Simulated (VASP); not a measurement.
Here is a VASP 6.6.1 calculation.

The input INCAR:

```
SYSTEM = Cu
PREC = Accurate ; ENCUT = 520
EDIFF = 1E-7 ; ISMEAR = 0
SIGMA = 0.1 ; LREAL = .False.
LASPH = .True. ; NELM = 100
ALGO = Fast ; ISIF = 2
LWAVE = .False. ; LCHARG = .False.
GGA = PS ; NBANDS = 18
```

Contents of KPOINTS:

```
Automatic mesh
0
Gamma
  20 20 14
  0 0 0
```

The input POSCAR:

```
Cu
1.0
    1.8320562974      1.8320562974      0.0000000000
   -1.8320562974      1.8320562974      0.0000000000
    0.0000000000      0.0000000000      3.3496076361
Cu
2
Direct
    0.0000000000      0.0000000000      0.0000000000
    0.5000000000      0.5000000000      0.5000000000
```

Potentials or basis: VASP PAW PBE potentials, release 64 (Cu).

Launch:

```bash
$ cat potpaw_PBE.64/Cu/POTCAR > POTCAR
$ mpirun -np 1 vasp_std > vasp.out
```

Estimate the pressure.

2.0 GPa.

What does it give for the band gap on the k mesh?

Zero (band 11 reaches 14.36 eV, above the bottom of band 12 at 5.91 eV).

Stress tensor (GPa, compression positive):
```
0.72 0.00 0.00
0.00 0.72 0.00
0.00 0.00 4.45
```

Caveat: the cell differs from its parent crystal (uniaxial strain along c: -6.0 %, then relaxed in part); the PAW data sets were made with another functional, which shifts forces and pressure a little.
